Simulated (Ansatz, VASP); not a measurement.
W: VASP beside Ansatz

```
CELL_PARAMETERS angstrom
-1.57695 1.57695 1.57695
1.57695 -1.57695 1.57695
1.57695 1.57695 -1.57695
ATOMIC_POSITIONS crystal
W 0.00000 0.00000 0.00000
```

Alike in both runs: functional PBEsol; k mesh 19 × 19 × 19; occupations fermi-dirac, width 0.1 eV; no spin polarisation.

Ansatz relaxed the structure, and its values are those at the end. VASP's run is a single point on that final structure, the one shown.

```csv
,VASP,Ansatz
version,VASP 6.6.1,Ansatz 0.2.0
potentials or method,"VASP PAW PBE potentials, release 64 (W_sv)","PAW with Ansatz's default frozen-core files, scalar-relativistic"
plane-wave cutoff (eV),520,420
valence electrons in the cell,14,14
```

Ansatz gave:

* pressure (GPa): 0.0

Q: Estimate VASP's values.

A: Pressure (GPa): 0.6.

VASP's potentials were made for PBE, not for PBEsol. With one functional, cell and mesh, what is left measures potentials, basis and numerics.

Neither program's run includes spin-orbit coupling.
